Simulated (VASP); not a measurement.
A run of VASP 6.6.1 is set up as follows.

Contents of INCAR:

```
SYSTEM = Ta
PREC     = Accurate       ! precision mode
ENCUT    = 520            ! plane-wave cutoff, eV
EDIFF    = 1E-7           ! SCF threshold, eV
ISMEAR   = -1             ! smearing method
SIGMA    = 0.1            ! smearing width, eV
LREAL    = .FALSE.        ! projectors in reciprocal space
LASPH    = .TRUE.         ! aspherical terms in the spheres
NELM     = 80             ! most SCF steps
ALGO     = Normal         ! electronic algorithm
ISIF     = 2              ! what is computed and relaxed
LWAVE    = .FALSE.        ! write WAVECAR
LCHARG   = .TRUE.         ! write CHGCAR
GGA      = PE             ! functional
LELF     = .TRUE.         ! ELF
LVHAR    = .TRUE.       
NBANDS   = 12             ! bands
```

File KPOINTS:

```
regular mesh
0
G
  16 16 16
  0 0 0
```

The input POSCAR:

```
Ta
1.0
    0.0000000000      1.8297452446      1.8297452446
    1.8297452446      0.0000000000      1.8297452446
    1.8297452446      1.8297452446      0.0000000000
Ta
1
Direct
    0.0000000000      0.0000000000      0.0000000000
```

Potentials or basis: VASP PAW PBE potentials, release 64 (Ta_pv).

Launch:

```bash
$ cat potpaw_PBE.64/Ta_pv/POTCAR > POTCAR
$ mpirun -np 1 vasp_std > vasp.out
```

Problem. Estimate the pressure.

Solution. 177.6 GPa.

Problem. What does it give for the band gap on the k mesh?

Solution. Zero (an odd number of electrons rules out a gap without spin polarisation).

Caveat: the cell stands under pressure; spin-orbit coupling is left out, which moves the levels of the heavy elements.
